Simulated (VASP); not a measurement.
TaC: relaxation of the atoms with PBE

The system is TaC.

```xyz
2
Lattice="0.0000 2.2450 2.2450 2.2450 0.0000 2.2450 2.2450 2.2450 0.0000" Properties=species:S:1:pos:R:3 pbc="T T T"
Ta    0.0000    0.0000    0.0000
C     2.2450    2.2450    2.2450
```

```yaml
Program: VASP 6.6.1
Task: relaxation of the atoms
Functional: PBE
Potentials_or_basis: VASP PAW PBE potentials, release 64 (Ta_pv, C)
Cutoff: 520 eV
k_mesh: 18 × 18 × 18
Occupations: fermi-dirac, width 0.05 eV
Spin: collinear spin
Starting_moments: "[1.0, 0.0] μB"
Dipole_correction: no
Further_INCAR_settings: ALGO = Normal; EDIFF = 1e-07; IBRION = 2; EDIFFG = -0.02; NSW = 80
```

```json
{"Pressure after relaxing": "-2.4 GPa", "Net moment": "0.00 μB per cell", "Valence electrons inside the program's atomic spheres": "Ta 8.91; C 2.43"}
```

Final structure:
```
Ta C
1.0
     0.00000    2.24500    2.24500
     2.24500    0.00000    2.24500
     2.24500    2.24500    0.00000
Ta C
1 1
Cartesian
  0.0000 0.0000 0.0000
  2.2450 2.2450 2.2450
```

Levels at points of the mesh, in eV from the Fermi level:
Spin up:
| k point | band 4 | band 5 | band 6 | band 7 | band 8 | band 9 | band 10 | band 11 | band 12 |
| --- | --- | --- | --- | --- | --- | --- | --- | --- | --- |
| (0.00, 0.00, 0.00) | -14.64 | -1.28 | -1.28 | -1.28 | -0.45 | -0.45 | -0.45 | 0.64 | 0.64 |
| (0.50, 0.00, 0.00) | -10.35 | -8.57 | -5.34 | -5.34 | 2.64 | 2.64 | 3.59 | 5.33 | 9.68 |
| (0.50, 0.50, 0.00) | -12.55 | -4.60 | -4.40 | -1.75 | -1.75 | 2.53 | 3.96 | 3.96 | 6.63 |
Spin down:
| k point | band 4 | band 5 | band 6 | band 7 | band 8 | band 9 | band 10 | band 11 | band 12 |
| --- | --- | --- | --- | --- | --- | --- | --- | --- | --- |
| (0.00, 0.00, 0.00) | -14.64 | -1.28 | -1.28 | -1.28 | -0.45 | -0.45 | -0.45 | 0.64 | 0.64 |
| (0.50, 0.00, 0.00) | -10.35 | -8.57 | -5.34 | -5.34 | 2.64 | 2.64 | 3.59 | 5.33 | 9.68 |
| (0.50, 0.50, 0.00) | -12.55 | -4.60 | -4.40 | -1.75 | -1.75 | 2.53 | 3.96 | 3.96 | 6.63 |

It took 20 s on 4 MPI ranks on AMD EPYC 7R13 Processor (Zen 3), on a shared host, peak memory 0.19 GiB a rank.

Caveat: the relaxation stopped at its first step, so nothing moved; spin-orbit coupling is left out, which moves the levels of the heavy elements.
